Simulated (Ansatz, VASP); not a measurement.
One calculation of BN, two programs

The input INCAR:

```
PREC = Accurate ; ENCUT = 520
EDIFF = 1E-7 ; ISMEAR = 1
SIGMA = 0.05 ; LREAL = False
LASPH = True ; NELM = 80
ALGO = Normal ; ISIF = 2
LWAVE = False ; LCHARG = True
GGA = PE ; IVDW = 12
LELF = True ; LVHAR = True
NBANDS = 16
```

KPOINTS

```
regular mesh
0
Gamma
  12 12 4
```

The input POSCAR:

```
BN
1.0
    2.3890773168      0.0000000000      0.0000000000
   -1.1945386584      2.1703573356      0.0000000000
    0.0000000000      0.0000000000      6.5923998870
B N
2 2
Direct
    0.0000000000      0.0000000000      0.5000000000
    0.3333333333      0.6666666667      0.0000000000
    0.0000000000      0.0000000000      0.0000000000
    0.6666666667      0.3333333333      0.5000000000
```

Input for Ansatz:

```yaml
crystal:
  lattice:
    - [2.3890773168, 0.0, 0.0]
    - [-1.1945386584, 2.1703573356, 0.0]
    - [0.0, 0.0, 6.592399887]
  atoms:
    - { symbol: B, position: [0.0, 0.0, 0.5] }
    - { symbol: B, position: [0.3333333333, 0.6666666667, 0.0] }
    - { symbol: "N", position: [0.0, 0.0, 0.0] }
    - { symbol: "N", position: [0.6666666667, 0.3333333333, 0.5] }
basis:
  ecutwfc: 520.0
kpoints:
  mp_grid: { grid: [12, 12, 4] }
hamiltonian:
  xc: pbe
  dispersion: d3bj
scf:
  occupations: { method: methfessel_paxton, width: 0.05 }
output:
  forces: true
  stress: true
  eigenvalues: true
```

Change from the starting cell: mode 4 frozen in at +0.000 Å, normal strain along x -0.0467.

Alike in both runs: task single point; functional PBE; dispersion D3(BJ); k mesh 12 × 12 × 4; occupations methfessel-paxton of order 1, width 0.05 eV; no spin polarisation.

|  | VASP | Ansatz |
| --- | --- | --- |
| version | VASP 6.6.1 | Ansatz 0.2.0 |
| potentials or method | VASP PAW PBE potentials, release 64 (B, N), cutoff 520 eV | scalar-relativistic, plane waves, PAW |
| valence electrons in the cell | 16 | 16 |

VASP gave:

| Item | Value |
| --- | --- |
| gap on the k mesh at the Fermi level (eV) | 4.36 |
| least direct gap on the mesh (eV) | 4.68 |
| pressure (GPa) | 19.8 |
| traceless stress, the component that is largest in VASP (GPa) | 30.45 |
| rms of the force components (eV/Å) | 0.463 |

Question: Estimate Ansatz's values.

Answer: gap on the k mesh at the Fermi level (eV): 4.37; least direct gap on the mesh (eV): 4.68; pressure (GPa): 19.7; traceless stress, the component that is largest in VASP (GPa): 30.28; rms of the force components (eV/Å): 0.462.

Atom by atom the forces differ by 0.000 eV/Å (rms over components).
